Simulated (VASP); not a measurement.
A run of VASP 6.6.1:

INCAR

```
SYSTEM = MgBe2S3
PREC = Accurate
ENCUT = 600
EDIFF = 1E-7
ISMEAR = 0
SIGMA = 0.1
LREAL = .False.
LASPH = .True.
NELM = 60
ALGO = Normal
ISIF = 3
LWAVE = .False.
LCHARG = .False.
GGA = PE
IBRION = 2
NSW = 90
EDIFFG = -0.04
```

Contents of KPOINTS:

```
regular mesh
0
Gamma
  4 4 4
  0 0 0
```

The input POSCAR:

```
MgBe2S3
1.0
    2.6987739400     -4.5323429500      0.0000000000
    2.6987739400      4.5323429500      0.0000000000
    0.0000000000      0.0000000000      4.1876032100
Mg Be S
1 2 3
Direct
    0.0000000000      0.0000000000      0.0000000000
    0.5000000000      0.0000000000      0.5000000000
    0.0000000000      0.5000000000      0.5000000000
    0.6610916900      0.3389083100      0.0000000000
    0.3389083100      0.6610916900      0.0000000000
    0.5000000000      0.5000000000      0.5000000000
```

Potentials or basis: VASP PAW PBE potentials, release 64 (Mg, Be, S).

The run is started by

```console
$ cat potpaw_PBE.64/Mg/POTCAR potpaw_PBE.64/Be/POTCAR potpaw_PBE.64/S/POTCAR > POTCAR
$ mpirun -np 1 vasp_std > vasp.out
```

Hardware: 1 thread of Intel(R) Xeon(R) 6975P-C (Granite Rapids), on a shared host.

Problem. Estimate the wall time of this run.

Solution. It took 10 min on 1 thread of Intel(R) Xeon(R) 6975P-C (Granite Rapids) (shared host), peak memory 0.28 GiB. Counts: scf iterations 385, k points 21, ion steps 38.
